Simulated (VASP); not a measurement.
Here is a VASP 6.6.1 calculation.

POSCAR

```
MoS2
1.0
    3.0826422526      0.0000000000      0.0000000000
   -1.5413211263      2.6696465015      0.0000000000
    0.0000000000      0.0000000000     11.4798181731
Mo S
2 4
Direct
    0.3333333333      0.6666666667      0.2500000000
    0.6666666667      0.3333333333      0.7500000000
    0.3333333333      0.6666666667      0.6159007174
    0.6666666667      0.3333333333      0.1159007174
    0.3333333333      0.6666666667      0.8840992826
    0.6666666667      0.3333333333      0.3840992826
```

The input INCAR.step1:

```
SYSTEM = MoS2
PREC     = Accurate       ! precision mode
ENCUT    = 600            ! plane-wave cutoff, eV
ISMEAR   = 0              ! smearing method
SIGMA    = 0.02           ! smearing width, eV
LREAL    = .FALSE.        ! projectors in reciprocal space
LASPH    = .TRUE.         ! aspherical terms in the spheres
NELM     = 60             ! most SCF steps
GGA      = PE             ! functional
ALGO     = Normal         ! electronic algorithm
EDIFF    = 1E-4           ! SCF threshold, eV
LWAVE    = .TRUE.         ! write WAVECAR
LCHARG   = .FALSE.        ! write CHGCAR
```

Contents of INCAR.step2:

```
SYSTEM = MoS2
PREC     = Accurate       ! precision mode
ENCUT    = 600            ! plane-wave cutoff, eV
EDIFF    = 1E-7           ! SCF threshold, eV
ISMEAR   = 0              ! smearing method
SIGMA    = 0.02           ! smearing width, eV
LREAL    = .FALSE.        ! projectors in reciprocal space
LASPH    = .TRUE.         ! aspherical terms in the spheres
NELM     = 60             ! most SCF steps
ALGO     = Normal         ! electronic algorithm
ISIF     = 4              ! what is computed and relaxed
LWAVE    = .FALSE.        ! write WAVECAR
LCHARG   = .FALSE.        ! write CHGCAR
METAGGA  = R2SCAN         ! meta-GGA
LMIXTAU  = .TRUE.       
IVDW     = 12             ! dispersion correction
VDW_S6   = 1.0          
VDW_S8   = 0.78981345   
VDW_A1   = 0.49484001   
VDW_A2   = 5.73083694   
IBRION   = 2              ! ionic algorithm
NSW      = 50             ! ionic steps
EDIFFG   = -0.01          ! ionic threshold
ISTART   = 1
```

The input KPOINTS:

```
Automatic mesh
0
G
  12 12 4
  0 0 0
```

Potentials or basis: VASP PAW PBE potentials, release 64 (Mo_sv, S).

Command:

```sh
$ cat potpaw_PBE.64/Mo_sv/POTCAR potpaw_PBE.64/S/POTCAR > POTCAR
$ cp INCAR.step1 INCAR
$ mpirun -np 1 vasp_std > vasp.out
$ cp INCAR.step2 INCAR
$ mpirun -np 1 vasp_std > vasp.out
```

What does it give for the dispersion energy per atom?

-0.229 eV.

Estimate the band gap on the k mesh.

0.52 eV (least direct gap 1.94 eV).

The path:
| step | energy change (eV) | largest force (eV/Å) | pressure (GPa) | volume (Å³) |
| --- | --- | --- | --- | --- |
| 1 | 0.0000 | 0.5873 | 13.79 | 94.47 |
| 2 | -0.0226 | 0.1428 | 10.36 | 94.47 |
| 3 | -0.0253 | 0.0330 | 11.18 | 94.47 |
| 4 | -0.0319 | 0.0102 | 10.70 | 94.47 |
| 5 | -0.0323 | 0.0030 | 10.56 | 94.47 |

Caveat: the PAW data sets were made with another functional, which shifts forces and pressure a little. A k mesh can miss the band edges.
